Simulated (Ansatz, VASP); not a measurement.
One calculation of HfB2, two programs

File INCAR:

```
ALGO = Normal ; EDIFF = 1E-6
ENCUT = 500 ; GGA = PE
GGA_COMPAT = False ; ISIF = 2
ISMEAR = 0 ; LASPH = True
LCHARG = False ; LREAL = False
LWAVE = False ; NBANDS = 15
NELM = 120 ; PREC = Accurate
SIGMA = 0.1
```

The input KPOINTS:

```
k-points
0
Gamma
  6 6 4
```

File POSCAR:

```
HfB2
1.0
    3.1326790839      0.0000000000      0.0000000000
   -1.5663395419      2.7129796685      0.0000000000
    0.0000000000      0.0000000000      3.4792139900
Hf B
1 2
Direct
    0.0000000000      0.0000000000      0.0000000000
    0.3333333333      0.6666666667      0.5000000000
    0.6666666667      0.3333333333      0.5000000000
```

Input for Ansatz:

```yaml
crystal:
  lattice:
    - [3.1326790839, 0.0, 0.0]
    - [-1.5663395419, 2.7129796685, 0.0]
    - [0.0, 0.0, 3.47921399]
  atoms:
    - { symbol: Hf, position: [0.0, 0.0, 0.0] }
    - { symbol: B, position: [0.3333333333, 0.6666666667, 0.5] }
    - { symbol: B, position: [0.6666666667, 0.3333333333, 0.5] }
basis:
  ecutwfc: 420
  ecutrho_ratio: 10
kpoints:
  mp_grid: { grid: [6, 6, 4] }
hamiltonian:
  xc: pbe
scf:
  occupations: { method: gaussian, width: 0.1 }
output:
  forces: true
  stress: true
  eigenvalues: true
```

Alike in both runs: task single point; functional PBE; k mesh 6 × 6 × 4; occupations gaussian, width 0.1 eV; no spin polarisation.

|  | VASP | Ansatz |
| --- | --- | --- |
| version | VASP 6.6.1 | Ansatz 0.2.0 |
| potentials or method | VASP PAW PBE potentials, release 64 (Hf_pv, B), cutoff 500 eV | scalar-relativistic, plane waves, PAW |
| valence electrons in the cell | 16 | 32 |

VASP gave:

* gap on the k mesh at the Fermi level (eV): none
* pressure (GPa): 2.5
* traceless stress, the component that is largest in VASP (GPa): -2.36

Which values does Ansatz return?

gap on the k mesh at the Fermi level (eV): none; pressure (GPa): 2.9; traceless stress, the component that is largest in VASP (GPa): -2.53.

A gap of «none» marks a metal or a gap that the smearing closes. The functional is the same, so the differences come from potentials, cutoffs and numerics. VASP's potentials hold 16 valence electrons a cell and Ansatz's 32, so a difference there can come from the potentials and not from the codes.

The k mesh is coarse, so the values compare programs but aren't converged. Neither program's run includes spin-orbit coupling.
